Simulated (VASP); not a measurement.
Set up this calculation in VASP 6.6.1, as the native input.

```
Task                   : single point
Functional             : PBEsol
Potentials or basis    : VASP PAW PBE potentials, release 64 (Cu, Pd)
Cutoff                 : 520 eV
k mesh                 : 5 × 5 × 5
Occupations            : gaussian, width 0.1 eV
Spin                   : no spin polarisation
Dipole correction      : no
Further INCAR settings : ALGO = Normal; EDIFF = 1e-07; NBANDS = 18
```

The structure of CuPd (Skaergaardite) lies in POSCAR:

```
CuPd
1.0
    2.9880000000      0.0000000000      0.0000000000
    0.0000000000      2.9880000000      0.0000000000
    0.0000000000      0.0000000000      2.9880000000
Cu Pd
1 1
Direct
    0.0000000000      0.0000000000     -0.0334672021
    0.5000000000      0.5000000000      0.5000000000
```

One way to write it, as run:

INCAR

```
SYSTEM = CuPd
PREC = Accurate ; ENCUT = 520
EDIFF = 1E-7 ; ISMEAR = 0
SIGMA = 0.1 ; LREAL = .False.
LASPH = .True. ; NELM = 60
ALGO = Normal ; ISIF = 2
LWAVE = .False. ; LCHARG = .False.
GGA = PS ; NBANDS = 18
```

KPOINTS

```
Automatic mesh
0
Gamma
  5 5 5
  0 0 0
```

Potentials or basis: VASP PAW PBE potentials, release 64 (Cu, Pd).

Run with:

```sh
$ cat potpaw_PBE.64/Cu/POTCAR potpaw_PBE.64/Pd/POTCAR > POTCAR
$ mpirun -np 1 vasp_std > vasp.out
```

Results of the run:

```json
{
 "Pressure": "-4.3 GPa",
 "Largest force": "0.623 eV/Å"
}
```

Caveat: the k points lie up to 0.42 Å⁻¹ apart; the PAW data sets were made with another functional, which shifts forces and pressure a little.

Run time: 9.3 s on 1 thread of Intel Xeon 6975P-C (shared host), peak memory 0.14 GiB.
